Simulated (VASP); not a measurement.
Input of a VASP 6.6.1 run:

The input INCAR:

```
SYSTEM = SiC
PREC = Accurate
ENCUT = 520
EDIFF = 1E-7
ISMEAR = 0
SIGMA = 0.05
LREAL = .False.
LASPH = .True.
NELM = 60
ALGO = Normal
ISIF = 2
LWAVE = .False.
LCHARG = .False.
GGA = PE
NBANDS = 16
```

File KPOINTS:

```
Automatic mesh
0
Gamma
  12 12 6
  0 0 0
```

Contents of POSCAR:

```
SiC
1.0
    3.0759982064      0.0000000000      0.0000000000
   -1.5379991032      2.6638925888      0.0000000000
    0.0000000000      0.0000000000      5.0480000000
Si C
2 2
Direct
    0.3333333333      0.6666666667      0.0000000000
    0.6666666667      0.3333333333      0.5000000000
    0.3333333333      0.6666666667      0.3850000000
    0.6666666667      0.3333333333      0.8850000000
```

Potentials or basis: VASP PAW PBE potentials, release 64 (Si, C).

The run is started by

```bash
$ cat potpaw_PBE.64/Si/POTCAR potpaw_PBE.64/C/POTCAR > POTCAR
$ mpirun -np 1 vasp_std > vasp.out
```

Question: Estimate the band gap on the k mesh.

Answer: 2.32 eV, indirect (least direct gap 4.08 eV).

Question: Predict the largest force.

Answer: 0.753 eV/Å.

Question: What does it give for the pressure?

Answer: 3.6 GPa.

Stress tensor (GPa, compression positive):
```
5.25 0.00 0.00
0.00 5.25 0.00
0.00 0.00 0.41
```

A k mesh can miss the band edges.
